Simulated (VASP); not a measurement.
Write the native input for VASP 6.6.1 that does the following.

```yaml
Task: single point
Functional: LDA
Potentials_or_basis: VASP PAW LDA potentials, release 64 (Si)
Cutoff: 520 eV
k_mesh: 24 × 24 × 14
Occupations: gaussian, width 0.15 eV
Spin: no spin polarisation
Dipole_correction: no
Further_INCAR_settings: ALGO = Fast; EDIFF = 1e-07; NBANDS = 11
```

The structure of Si lies in POSCAR:

```
Si
1.0
    2.6510666862      0.0000000000      0.0000000000
   -1.3255333431      2.2958910974      0.0000000000
    0.0000000000      0.0000000000      4.5417424135
Si
2
Direct
    0.3701109823      0.6666666667      0.2500000000
    0.6298890177      0.3333333333      0.7500000000
```

This cell differs from its parent crystal: atoms displaced along a vibrational mode.

The input as run:

INCAR

```
SYSTEM = Si
PREC     = Accurate       ! precision mode
ENCUT    = 520            ! plane-wave cutoff, eV
EDIFF    = 1E-7           ! SCF threshold, eV
ISMEAR   = 0              ! smearing method
SIGMA    = 0.15           ! smearing width, eV
LREAL    = .False.        ! projectors in reciprocal space
LASPH    = .True.         ! aspherical terms in the spheres
NELM     = 60             ! most SCF steps
ALGO     = Fast           ! electronic algorithm
ISIF     = 2              ! what is computed and relaxed
LWAVE    = .False.        ! write WAVECAR
LCHARG   = .False.        ! write CHGCAR
NBANDS   = 11             ! bands
```

KPOINTS

```
Automatic mesh
0
Gamma
  24 24 14
  0 0 0
```

Potentials or basis: VASP PAW LDA potentials, release 64 (Si).

The run is started by

```console
$ cat potpaw_LDA.64/Si/POTCAR > POTCAR
$ mpirun -np 1 vasp_std > vasp.out
```

Results of the run:

The pressure is 0.2 GPa, the largest force is 0.118 eV/Å and the band gap on the k mesh is zero (bands 4 and 5 overlap by 12.68 eV).

Caveat: the cell differs from its parent crystal (atoms displaced along a vibrational mode).

Run time: 7.9 min on 1 thread of Oxide Virtual Turin-like Processor, on a shared host, peak memory 0.56 GiB.
